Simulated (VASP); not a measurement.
Wanted: the native input for a VASP 6.6.1 run.

| Item | Value |
| --- | --- |
| Task | single point |
| Functional | LDA |
| Potentials or basis | VASP PAW LDA potentials, release 64 (Te, Pb_d) |
| Cutoff | 520 eV |
| k mesh | 6 × 6 × 6 |
| Occupations | gaussian, width 0.01 eV |
| Spin | no spin polarisation |
| Dipole correction | no |
| Further INCAR settings | ALGO = Normal; EDIFF = 1e-07; NBANDS = 17 |

The structure of TePb lies in POSCAR:

```
TePb
1.0
    0.0000000000      3.0755994117      3.0755994117
    3.0755994117      0.0000000000      3.0755994117
    3.0755994117      3.0755994117      0.0000000000
Te Pb
1 1
Direct
    0.5000000000      0.5000000000      0.5000000000
    0.0000000000      0.0000000000      0.0000000000
```

These files were run (other wordings do the same):

INCAR

```
SYSTEM = TePb
PREC     = Accurate       ! precision mode
ENCUT    = 520            ! plane-wave cutoff, eV
EDIFF    = 1E-7           ! SCF threshold, eV
ISMEAR   = 0              ! smearing method
SIGMA    = 0.01           ! smearing width, eV
LREAL    = .False.        ! projectors in reciprocal space
LASPH    = .True.         ! aspherical terms in the spheres
NELM     = 100            ! most SCF steps
ALGO     = Normal         ! electronic algorithm
ISIF     = 2              ! what is computed and relaxed
LWAVE    = .False.        ! write WAVECAR
LCHARG   = .False.        ! write CHGCAR
NBANDS   = 17             ! bands
```

KPOINTS

```
Automatic mesh
0
Gamma
  6 6 6
  0 0 0
```

Potentials or basis: VASP PAW LDA potentials, release 64 (Te, Pb_d).

Command:

```console
$ cat potpaw_LDA.64/Te/POTCAR potpaw_LDA.64/Pb_d/POTCAR > POTCAR
$ mpirun -np 1 vasp_std > vasp.out
```

Results of the run:

The pressure is 7.1 GPa and the band gap on the k mesh is 0.26 eV, direct.

Caveat: spin-orbit coupling is left out, which moves the levels of the heavy elements.

It took 6.8 s on 1 thread of Intel(R) Xeon(R) 6975P-C (Granite Rapids) (shared host), peak memory 0.15 GiB.
